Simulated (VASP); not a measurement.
A run of VASP 6.6.1 is set up as follows.

File POSCAR:

```
KF
1.0
    0.0000000000      2.6735000000      2.6735000000
    2.6735000000      0.0000000000      2.6735000000
    2.6735000000      2.6735000000      0.0000000000
K F
1 1
Direct
    0.0374041519     -0.0374041519     -0.0374041519
    0.5000000000      0.5000000000      0.5000000000
```

File INCAR.step1:

```
SYSTEM = KF
PREC = Accurate
ENCUT = 520
ISMEAR = 0
SIGMA = 0.05
LREAL = .False.
LASPH = .True.
NELM = 100
NBANDS = 15
GGA = PE
ALGO = Normal
EDIFF = 1E-4
LWAVE = .True.
LCHARG = .False.
```

INCAR.step2

```
SYSTEM = KF
PREC = Accurate
ENCUT = 520
EDIFF = 1E-7
ISMEAR = 0
SIGMA = 0.05
LREAL = .False.
LASPH = .True.
NELM = 100
ALGO = Normal
ISIF = 2
LWAVE = .False.
LCHARG = .True.
METAGGA = R2SCAN
LMIXTAU = .True.
LELF = .True.
LVHAR = .True.
NBANDS = 15
ISTART = 1
```

File KPOINTS:

```
regular mesh
0
Gamma
  8 8 8
  0 0 0
```

Potentials or basis: VASP PAW PBE potentials, release 64 (K_sv, F).

The run is started by

```sh
$ cat potpaw_PBE.64/K_sv/POTCAR potpaw_PBE.64/F/POTCAR > POTCAR
$ cp INCAR.step1 INCAR
$ mpirun -np 1 vasp_std > vasp.out
$ cp INCAR.step2 INCAR
$ mpirun -np 1 vasp_std > vasp.out
```

Task: Estimate the band gap on the k mesh.

Result: 6.82 eV.

Task: Predict the pressure.

Result: 0.1 GPa.

Stress tensor (GPa, compression positive):
```
 1.60  0.00  0.00
 0.00 -0.71  0.00
 0.00  0.00 -0.71
```

Caveat: the cell differs from its parent crystal (all K atoms moved -0.200 Å, as atom 1 along Cartesian [1 0 0]); the PAW data sets were made with another functional, which shifts forces and pressure a little. A k mesh can miss the band edges.
